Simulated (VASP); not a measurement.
# Ca (Amm2) in VASP: single point with PBE

Aim: the single point of Ca with PBE.

All numbers are computed with VASP 6.6.1; they aren't measurements. Logs are shortened: lines on timing, memory, paths and dates and some standing lists are left out, and cuts for length are marked.

## Step 1: The cell of the first run

The structure is orthorhombic, space group Amm2 (No. 38). Conventional cell: a = 12.543 Å, b = 4.241 Å, c = 6.712 Å, α = 90.00°, β = 90.00°, γ = 90.00°. Ca (site symmetry m) has 12 Ca at 3.83 to 4.24 Å within 5.0 Å. Within 5.0 Å of Ca (site symmetry mm2) lie 12 Ca at 3.83 to 4.24 Å. Ca (site symmetry mm2) has 12 Ca at 3.85 to 4.24 Å within 5.1 Å.

## Step 2: Single point, PBE (strained and its atoms moved)

Contents of INCAR:

```
  PREC = Accurate
  ENCUT = 520
  EDIFF = 1E-7
  ISMEAR = 0
  SIGMA = 0.1
  LREAL = False
  LASPH = True
  NELM = 100
  ALGO = Normal
  ISIF = 2
  LWAVE = False
  LCHARG = True
  GGA = PE
  LELF = True
  LVHAR = True
  NBANDS = 28
```

Contents of KPOINTS:

```
regular mesh
0
Gamma
  12 12 4
```

Contents of POSCAR:

```
Ca
1.0
    3.9667363094     -0.1582230402      0.0000000000
   -2.1203933269      3.6726463594      0.0000000000
    0.0000000000      0.0000000000     12.5433099108
Ca
4
Direct
   -0.0129700398     -0.0064850199     -0.0039271565
    0.3539874662      0.6769937381      0.2500000000
   -0.0129700398     -0.0064850199      0.5039271565
    0.6719526135      0.3359763017      0.7500000000
```

Potentials or basis: VASP PAW PBE potentials, release 64 (Ca_sv).

Launch:

```sh
> cat potpaw_PBE.64/Ca_sv/POTCAR > POTCAR
> mpirun -np 1 vasp_std > vasp.out
```

OUTCAR:

```text
PREC = Accurate
   ENCUT = 520
   EDIFF = 1E-7
   ISMEAR = 0
   LREAL = False
   LASPH = True
   NELM = 100
   ISIF = 2
   GGA = PE

 ion  position               nearest neighbor table
   1  0.987  0.994  0.996-
   2  0.354  0.677  0.250-
   3  0.987  0.994  0.504-
   4  0.672  0.336  0.750-

  LATTYP: Found a base centered orthorhombic cell.
 ALAT       =     4.2408017098
 B/A-ratio  =     1.5828079075
 C/A-ratio  =     2.9577685469

  Lattice vectors:

 A1 = (   1.8463429825,   3.5144233192,   0.0000000000)
 A2 = (  -3.9667363094,   0.1582230402,   0.0000000000)
 A3 = (   0.0000000000,   0.0000000000,  12.5433099108)

Analysis of symmetry for initial positions (statically):
=====================================================================
 Subroutine PRICEL returns:
 Original cell was already a primitive cell.

 Routine SETGRP: Setting up the symmetry group for a
 base centered orthorhombic supercell.

 Subroutine GETGRP returns: Found  4 space group operations
 (whereof  2 operations were pure point group operations)
 out of a pool of  8 trial point group operations.

The static configuration has the point symmetry C_1h.
 The point group associated with its full space group is C_2v.

Analysis of symmetry for dynamics (positions and initial velocities):
=====================================================================
 Subroutine PRICEL returns:
 Original cell was already a primitive cell.

 Routine SETGRP: Setting up the symmetry group for a
 base centered orthorhombic supercell.

 Subroutine GETGRP returns: Found  4 space group operations
 (whereof  2 operations were pure point group operations)
 out of a pool of  8 trial point group operations.

The dynamic configuration has the point symmetry C_1h.
 The point group associated with its full space group is C_2v.

 Subroutine INISYM returns: Found  4 space group operations
 (whereof  2 operations are pure point group operations),
 and found     1 'primitive' translations

----------------------------------------------------------------------------------------

                                     Primitive cell

  volume of cell :     178.5280

  direct lattice vectors                    reciprocal lattice vectors
     3.966736309 -0.158223040  0.000000000     0.258038770  0.148978048  0.000000000
    -2.120393327  3.672646359  0.000000000     0.011116692  0.278701421  0.000000000
     0.000000000  0.000000000 12.543309911     0.000000000  0.000000000  0.079723774

  length of vectors
     3.969890613  4.240801710 12.543309911     0.297957154  0.278923041  0.079723774

  position of ions in fractional coordinates (direct lattice)
     0.987029960  0.993514980  0.996072844
     0.353987466  0.676993738  0.250000000
     0.987029960  0.993514980  0.503927156
     0.671952613  0.335976302  0.750000000

  ion indices of the primitive-cell ions
   primitive index   ion index
                 1           1
                 2           2
                 3           3
                 4           4

----------------------------------------------------------------------------------------

 KPOINTS: regular mesh

Automatic generation of k-mesh.
 Grid dimensions read from file:
 generate k-points for:   12   12    4

 Generating k-lattice:

  Cartesian coordinates                     Fractional coordinates (reciprocal lattice)
     0.021503231  0.012414837  0.000000000     0.083333333  0.000000000  0.000000000
     0.000926391  0.023225118  0.000000000     0.000000000  0.083333333  0.000000000
     0.000000000  0.000000000  0.019930943     0.000000000  0.000000000  0.250000000

  Length of vectors
     0.024829763  0.023243587  0.019930943

  Shift w.r.t. Gamma in fractional coordinates (k-lattice)
     0.000000000  0.000000000  0.000000000

 Subroutine IBZKPT returns following result:
 ===========================================

 Found    129 irreducible k-points:

 Following reciprocal coordinates:
            Coordinates               Weight
  0.000000  0.000000  0.000000      1.000000
  0.083333 -0.000000  0.000000      2.000000
  0.166667 -0.000000  0.000000      2.000000
  0.250000 -0.000000  0.000000      2.000000
  0.333333 -0.000000  0.000000      2.000000
  0.416667 -0.000000  0.000000      2.000000
[... 16 lines left out ...]
  0.166667  0.250000  0.000000      4.000000
  0.250000  0.250000  0.000000      4.000000
 [... further k-points ...]
   k-points           NKPTS =    129   k-points in BZ     NKDIM =    129   number of bands    NBANDS=     28
   number of dos      NEDOS =    301   number of ions     NIONS =      4
   total plane-waves  NPLWV =  92160
   dimension x,y,z NGX =    30 NGY =   32 NGZ =   96
   dimension x,y,z NGXF=    60 NGYF=   64 NGZF=  192
   ions per type =               4
   NGX,Y,Z   is equivalent  to a cutoff of  12.56, 12.54, 12.72 a.u.
   NGXF,Y,Z  is equivalent  to a cutoff of  25.13, 25.09, 25.45 a.u.
 SYSTEM =  unknown system
   PREC   = accura    normal or accurate (medium, high low for compatibility)
   ISTART =      0    job   : 0-new  1-cont  2-samecut
   ICHARG =      2    charge: 1-file 2-atom 10-const
   ISPIN  =      1    spin polarized calculation?
   LNONCOLLINEAR =      F non collinear calculations
   LSORBIT =      F    spin-orbit coupling
   LASPH  =      T    aspherical Exc in radial PAW
   ENCUT  =  520.0 eV  38.22 Ry    6.18 a.u.   7.38  7.89 23.32*2*pi/ulx,y,z
   NELM   =    100;   NELMIN=  2; NELMDL= -5     # of ELM steps
   EDIFF  = 0.1E-06   stopping-criterion for ELM
   LREAL  =      F    real-space projection
   EDIFFG = 0.1E-05   stopping-criterion for IOM
   NSW    =      0    number of steps for IOM
   IBRION =     -1    ionic relax: 0-MD 1-quasi-New 2-CG
   NFREE  =      0    steps in history (QN), initial steepest desc. (CG)
   ISIF   =      2    stress and relaxation
   ISYM   =      2    0-nonsym 1-usesym 2-fastsym
   POTIM  = 0.5000    time-step for ionic-motion
   TEBEG  =    0.0;   TEEND  =   0.0 temperature during run
   PSTRESS=    0.0 pullay stress
   NELECT =      40.0000    total number of electrons
   NUPDOWN=      -1.0000    fix difference up-down
   EMIN   =  10.00;   EMAX   =-10.00  energy-range for DOS
   EFERMI =   0.00;   METHOD = LEGACY
   ISMEAR =     0;   SIGMA  =   0.10  broadening in eV -4-tet -1-fermi 0-gaus
   EFERMI_NEDOS =   21; number of points for ismear=-14 and -15
   IALGO  =     38    algorithm
   IMIX   =      4    mixing-type and parameters
     AMIX     =   0.40;   BMIX     =  1.00
     AMIX_MAG =   1.60;   BMIX_MAG =  1.00
  volume/ion in A,a.u.               =      44.63       301.19
  Fermi-wavevector in a.u.,A,eV,Ry     =   0.994320  1.878992 13.451696  0.988672
  Thomas-Fermi vector in A             =   2.126263
   LORBIT       =      0    0 simple, 1 ext, 2 COOP (PROOUT), +10 PAW based schemes
   GGA     = PE    functional components
   LHFCALC =     F    Hartree Fock is set to
   AEXX    =    0.0000 exact exchange contribution
   IVDW    =     0    specifies the selected vdW correction
   LEPSILON=     F    determine dielectric tensor
   LRPA    =     F    only Hartree local field effects (RPA)
 non-spin polarized calculation
 Gauss-broadening in eV      SIGMA  =   0.10
  energy-cutoff  :      520.00
  volume of cell :      178.53
 maximum number of plane-waves:      4845
 NGX is ok and might be reduce to    30
   NGX = 15   NGY = 15   NGZ = 47

 number of electron      39.9999998 magnetization

 Free energy of the ion-electron system (eV)
  ---------------------------------------------------
  ext. energy  EPLUGINS =         0.00000000
  ---------------------------------------------------
  free energy    TOTEN  =        -7.60880920 eV

  energy without entropy =       -7.57871733  energy(sigma->0) =       -7.59376326

 E-fermi :   1.7740     XC(G=0):  -7.5620

 val. band max:        1.7738499999   @ k =   0.0833   0.4167   0.5000
 cond. band min:       1.7740849607   @ k =   0.0000   0.0833   0.0000
 fundamental gap:      0.0002349608
 Fermi energy:         1.7740114026

 k-point     1 :       0.0000    0.0000    0.0000
  band No.  band energies     occupation
      1     -40.4368      2.00000
      2     -40.3989      2.00000
      3     -40.3988      2.00000
      4     -40.3510      2.00000
      5     -21.4634      2.00000
      6     -21.3946      2.00000
[... 20 lines left out ...]
     27       3.9084      0.00000
     28       4.1175      0.00000

 k-point     2 :       0.0833   -0.0000    0.0000
  band No.  band energies     occupation
      1     -40.4363      2.00000
      2     -40.3984      2.00000
      3     -40.3983      2.00000
      4     -40.3506      2.00000
      5     -21.4609      2.00000
      6     -21.3981      2.00000
[... 20 lines left out ...]
     27       3.9944      0.00000
     28       4.0092      0.00000

 k-point     3 :       0.1667   -0.0000    0.0000
  band No.  band energies     occupation
      1     -40.4349      2.00000
      2     -40.3971      2.00000
      3     -40.3970      2.00000
      4     -40.3494      2.00000
      5     -21.4538      2.00000
      6     -21.4105      2.00000
[... 20 lines left out ...]
     27       3.7695      0.00000
     28       3.7699      0.00000

 k-point     4 :       0.2500   -0.0000    0.0000
  band No.  band energies     occupation
      1     -40.4330      2.00000
      2     -40.3952      2.00000
      3     -40.3952      2.00000
      4     -40.3477      2.00000
      5     -21.4447      2.00000
      6     -21.4298      2.00000
[... 20 lines left out ...]
     27       3.8186      0.00000
     28       3.9827      0.00000

 k-point     5 :       0.3333   -0.0000    0.0000
  band No.  band energies     occupation
      1     -40.4311      2.00000
      2     -40.3934      2.00000
      3     -40.3934      2.00000
      4     -40.3461      2.00000
      5     -21.4497      2.00000
      6     -21.4404      2.00000
[... 20 lines left out ...]
     27       3.6614      0.00000
     28       3.8054      0.00000

 k-point     6 :       0.4167   -0.0000    0.0000
  band No.  band energies     occupation
      1     -40.4297      2.00000
      2     -40.3921      2.00000
      3     -40.3921      2.00000
      4     -40.3448      2.00000
      5     -21.4645      2.00000
      6     -21.4457      2.00000
[... 463 lines left out ...]
      5     -21.4496      2.00000
      6     -21.4207      2.00000
[... 20 lines left out ...]
     27       3.8560      0.00000
     28       3.9828      0.00000

 k-point    22 :       0.0833    0.2500    0.0000
  band No.  band energies     occupation
      1     -40.4330      2.00000
      2     -40.3952      2.00000
      3     -40.3951      2.00000
      4     -40.3477      2.00000
      5     -21.4455      2.00000
      6     -21.4347      2.00000
[... 20 lines left out ...]
     27       3.6766      0.00000
     28       4.0058      0.00000

 k-point    23 :       0.1667    0.2500    0.0000
  band No.  band energies     occupation
      1     -40.4316      2.00000
      2     -40.3938      2.00000
      3     -40.3938      2.00000
      4     -40.3465      2.00000
      5     -21.4462      2.00000
      6     -21.4424      2.00000
[... 20 lines left out ...]
     27       3.4203      0.00000
     28       3.7547      0.00000

 k-point    24 :       0.2500    0.2500    0.0000
  band No.  band energies     occupation
      1     -40.4304      2.00000
      2     -40.3927      2.00000
      3     -40.3927      2.00000
      4     -40.3455      2.00000
      5     -21.4532      2.00000
      6     -21.4408      2.00000
[... 20 lines left out ...]
     27       3.1384      0.00000
     28       3.4317      0.00000

 [... further k-points ...]
[... 5 lines left out ...]
  --------------------------------------------------------------------------------------
  -------------------------------------------------------------------------------------
  Total       -0.9117068     -1.7636204      0.2113477      0.7377677      0.0000000      0.0000000
  in kB       -8.1820001    -15.8273937      1.8967137      6.6210050      0.0000000      0.0000000
  external PRESSURE =      -7.3708933 kB  Pullay stress =       0.0000000 kB

 VOLUME and BASIS-vectors are now :
 -----------------------------------------------------------------------------
  energy-cutoff  :      520.00
  volume of cell :      178.53
      direct lattice vectors                 reciprocal lattice vectors
     3.966736309 -0.158223040  0.000000000     0.258038770  0.148978048  0.000000000
    -2.120393327  3.672646359  0.000000000     0.011116692  0.278701421  0.000000000
     0.000000000  0.000000000 12.543309911     0.000000000  0.000000000  0.079723774

 POSITION                                       TOTAL-FORCE (eV/Angst)
 -----------------------------------------------------------------------------------
      1.80865      3.49266     12.49405         0.028625      0.016527      0.078695
     -0.03132      2.43035      3.13583        -0.117668     -0.067936     -0.000000
      1.80865      3.49266      6.32091         0.028625      0.016527     -0.078695
      1.95306      1.12760      9.40748         0.060418      0.034883     -0.000000
 -----------------------------------------------------------------------------------
    total drift:                                0.000288      0.000173      0.000000

  FREE ENERGIE OF THE ION-ELECTRON SYSTEM (eV)
  ---------------------------------------------------
  free  energy   TOTEN  =        -7.6088091960 eV

  energy  without entropy=       -7.5787173310  energy(sigma->0) =       -7.59376326
```

Run time: 12 min. Hardware: 1 thread of Intel Xeon Platinum 8259CL at 2.50GHz (Skylake/Cascade Lake), shared host; peak memory 0.62 GiB.

Results:

| Quantity | Value |
| --- | --- |
| Free energy | -7.6088 eV |
| Pressure | -0.7 GPa |
| Largest force | 0.136 eV/Å |
| Band gap on the k mesh | zero (band 20 reaches 2.00 eV, above the bottom of band 21 at 1.61 eV) |

Forces in eV/Å, atoms in the order of the input:
```
Ca   0.029  0.017  0.079
Ca  -0.118 -0.068  0.000
Ca   0.029  0.017 -0.079
Ca   0.060  0.035  0.000
```

Levels at points of the mesh, in eV from the Fermi level:
| k point | band 18 | band 19 | band 20 | band 21 | band 22 | band 23 |
| --- | --- | --- | --- | --- | --- | --- |
| (0.00, 0.00, 0.00) | -2.90 | -2.90 | -0.83 | -0.01 | 1.50 | 1.53 |
| (0.50, 0.00, 0.00) | -0.70 | -0.53 | -0.43 | 0.11 | 0.22 | 0.40 |
| (0.00, 0.50, 0.00) | -1.02 | -0.75 | -0.64 | -0.16 | -0.10 | 0.47 |
| (0.00, 0.00, 0.50) | -3.66 | -1.78 | -1.75 | 0.68 | 0.77 | 1.80 |
| (0.50, 0.00, 0.50) | -0.78 | -0.51 | -0.51 | 0.17 | 0.22 | 0.50 |
| (0.00, 0.50, 0.50) | -1.12 | -0.80 | -0.75 | 0.00 | 0.01 | 0.44 |

Caveat: the cell differs from its parent crystal (strained and its atoms moved).
